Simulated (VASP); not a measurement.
A run of VASP 6.6.1 is set up as follows.

Contents of INCAR:

```
SYSTEM = KCaCl3
PREC = Accurate ; ENCUT = 520
EDIFF = 1E-7 ; ISMEAR = 0
SIGMA = 0.05 ; LREAL = .False.
LASPH = .True. ; NELM = 80
ALGO = Normal ; ISIF = 2
LWAVE = .False. ; LCHARG = .False.
GGA = CA ; NBANDS = 28
```

Contents of KPOINTS:

```
regular mesh
0
Gamma
  6 6 6
  0 0 0
```

The input POSCAR:

```
KCaCl3
1.0
    5.8592361327      0.0000000000      0.0000000000
    0.0000000000      5.8592361327      0.0000000000
    0.0000000000      0.0000000000      4.5702041835
K Ca Cl
1 1 3
Direct
    0.0000000000      0.0000000000      0.0000000000
    0.5000000000      0.5000000000      0.5000000000
    0.0000000000      0.5000000000      0.5000000000
    0.5000000000      0.0000000000      0.5000000000
    0.5000000000      0.5000000000      0.0000000000
```

Potentials or basis: VASP PAW LDA potentials, release 64 (K_sv, Ca_sv, Cl).

Launch:

```bash
$ cat potpaw_LDA.64/K_sv/POTCAR potpaw_LDA.64/Ca_sv/POTCAR potpaw_LDA.64/Cl/POTCAR > POTCAR
$ mpirun -np 1 vasp_std > vasp.out
```

Question: What does it give for the band gap on the k mesh?

Answer: 4.14 eV.

Question: Estimate the pressure.

Answer: 1.1 GPa.

Stress tensor (GPa, compression positive):
```
-5.02  0.00  0.00
 0.00 -5.02  0.00
 0.00  0.00 13.46
```

 A k mesh can miss the band edges.
